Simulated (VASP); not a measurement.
Runs of VASP 6.6.1 on GeW (CsCl type). The structure is that of space group Pm-3m (No. 221), or close to it. The cells are those of the table. 

```csv
task,cell,cutoff (eV),gap on the mesh (eV),pressure (GPa)
relaxation of cell and atoms,"relaxed from a = 3.027 Å, 2 atoms",600,none,0.0
single point,"a = 3.082 Å, 2 atoms",520,none,12.3
single point,"a = 2.848 Å, 2 atoms",520,none,114.3
single point,"a = 3.135 Å, 2 atoms",520,none,(a)
```

Alike in all rows: level PBE; potentials or basis VASP PAW PBE potentials, release 64 (W_sv, Ge_d); no spin polarisation; k mesh 14 × 14 × 14; smearing fermi-dirac 0.05 eV.

Task: Estimate the missing entries.

Result: (a) 0.3.

Caveats: spin-orbit coupling is left out, which moves the levels of the heavy elements; the cell stands under pressure (at least some runs).

A k mesh can miss the band edges, and the runs leave out spin-orbit coupling on Ge, W.

A gap of «none» marks levels without a gap at the run's occupations.
